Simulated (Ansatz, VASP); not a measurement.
One calculation of Al6H, two programs

File INCAR:

```
SYSTEM = Al6H
PREC     = Accurate       ! precision mode
ENCUT    = 520            ! plane-wave cutoff, eV
EDIFF    = 1E-7           ! SCF threshold, eV
ISMEAR   = 0              ! smearing method
SIGMA    = 0.1            ! smearing width, eV
LREAL    = .False.        ! projectors in reciprocal space
LASPH    = .True.         ! aspherical terms in the spheres
NELM     = 80             ! most SCF steps
ALGO     = Normal         ! electronic algorithm
ISIF     = 2              ! what is computed and relaxed
LWAVE    = .False.        ! write WAVECAR
LCHARG   = .True.         ! write CHGCAR
LDIPOL   = .True.       
IDIPOL   = 3            
DIPOL    = 0.5 0.5 0.291
GGA      = PE             ! functional
LELF     = .True.         ! ELF
LVHAR    = .True.       
LVACPOTAV= .True.       
NBANDS   = 32             ! bands
```

KPOINTS

```
Automatic mesh
0
Gamma
  5 5 1
  0 0 0
```

The input POSCAR:

```
Al6H
1.0
    5.7135165837      0.0000000000      0.0000000000
    0.0000000000      5.7135165837      0.0000000000
    0.0000000000      0.0000000000     22.1746954375
Al H
12 2
Direct
    0.2500000000      0.2500000000      0.1803857921
    0.2500000000      0.7500000000      0.1803857921
    0.7500000000      0.2500000000      0.1803857921
    0.7500000000      0.7500000000      0.1803857921
    0.0000000000      0.0000000000      0.2744050924
    0.0000000000      0.5000000000      0.2744050924
    0.5000000000      0.0000000000      0.2744050924
    0.5000000000      0.5000000000      0.2744050924
    0.2500000000      0.2500000000      0.3686497278
    0.2500000000      0.7500000000      0.3686497278
    0.7500000000      0.2500000000      0.3686497278
    0.7500000000      0.7500000000      0.3686497278
    0.0000000000     -0.1955888258      0.3889431294
    0.0000000000      0.1955888258      0.3889431294
```

Input for Ansatz:

```yaml
crystal:
  lattice:
    - [5.7135165837, 0.0, 0.0]
    - [0.0, 5.7135165837, 0.0]
    - [0.0, 0.0, 22.1746954375]
  atoms:
    - { symbol: Al, position: [0.25, 0.25, 0.1803857921] }
    - { symbol: Al, position: [0.25, 0.75, 0.1803857921] }
    - { symbol: Al, position: [0.75, 0.25, 0.1803857921] }
    - { symbol: Al, position: [0.75, 0.75, 0.1803857921] }
    - { symbol: Al, position: [0.0, 0.0, 0.2744050924] }
    - { symbol: Al, position: [0.0, 0.5, 0.2744050924] }
    - { symbol: Al, position: [0.5, 0.0, 0.2744050924] }
    - { symbol: Al, position: [0.5, 0.5, 0.2744050924] }
    - { symbol: Al, position: [0.25, 0.25, 0.3686497278] }
    - { symbol: Al, position: [0.25, 0.75, 0.3686497278] }
    - { symbol: Al, position: [0.75, 0.25, 0.3686497278] }
    - { symbol: Al, position: [0.75, 0.75, 0.3686497278] }
    - { symbol: H, position: [0.0, -0.1955888258, 0.3889431294] }
    - { symbol: H, position: [0.0, 0.1955888258, 0.3889431294] }
basis:
  ecutwfc: 420
kpoints:
  mp_grid: { grid: [5, 5, 1] }
hamiltonian:
  xc: pbe
  pseudopotentials: { kind: paw, azcp: { folder: soft_1 } }
scf:
  occupations: { method: gaussian, width: 0.1 }
output:
  forces: true
  eigenvalues: true
efield:
  axis: 3
  dipole_correction: true
  ramp_width: 0.04
```

Alike in both runs: task single point; functional PBE; k mesh 5 × 5 × 1; occupations gaussian, width 0.1 eV; no spin polarisation.

|  | VASP | Ansatz |
| --- | --- | --- |
| version | VASP 6.6.1 | Ansatz 0.2.0 |
| potentials or method | VASP PAW PBE potentials, release 64 (Al, H), cutoff 520 eV | scalar-relativistic, plane waves, PAW |
| valence electrons in the cell | 38 | 38 |

|  | VASP | Ansatz | Ansatz less VASP |
| --- | --- | --- | --- |
| gap on the k mesh at the Fermi level (eV) | none | none | - |
| rms of the force components (eV/Å) | 0.901 | 0.903 | +0.0011 |
| work function, face that differs most (eV) | 4.34 | 4.33 | -0.002 |

Atom by atom the forces differ by 0.001 eV/Å (rms over components). A gap of «none» marks a metal or a gap that the smearing closes.
